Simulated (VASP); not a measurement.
The system is Ta2N.

```xyz
9
Lattice="5.3145 -0.0442 0.0166 -2.6956 4.5237 -0.0420 0.0155 -0.0363 4.8386" Properties=species:S:1:pos:R:3 pbc="T T T"
Ta    1.6827    2.9368    3.6607
Ta   -0.8974    1.4827    3.6186
Ta    1.8037   -0.0109    3.6784
Ta    0.8571    1.5183    1.2778
Ta   -1.7915    3.0187    1.1860
Ta    3.5695   -0.0419    1.2456
N     2.6705    1.4696    2.4760
N    -0.0537    2.9438    2.3732
N     0.0217    0.0300   -0.0315
```

This cell differs from its parent crystal: atoms moved at random and the cell strained at random.

Base run:

- Program: VASP 6.6.1
- Functional: PBE
- Potentials or basis: VASP PAW PBE potentials, release 64 (Ta_pv, N)
- Cutoff: 520 eV
- k mesh: 6 × 6 × 6
- Occupations: gaussian, width 0.1 eV
- Spin: no spin polarisation

Its results: band gap on the k mesh zero (an odd number of electrons rules out a gap without spin polarisation); pressure 16.4 GPa; largest force 2.783 eV/Å.

Problem. The run is repeated on the same cell with these changes: k mesh from 6 × 6 × 6 to 2 × 2 × 2. What comes out?

Solution. Band gap on the k mesh zero (an odd number of electrons rules out a gap without spin polarisation); pressure 17.1 GPa; largest force 2.593 eV/Å.

Caveats: some runs use coarse meshes; spin-orbit coupling is left out, which moves the levels of the heavy elements; forces of over 1 eV/Å act on the atoms, so gaps and moduli don't describe the material at rest; the stress differs along the axes, from 11 to 19 GPa (at least some runs).
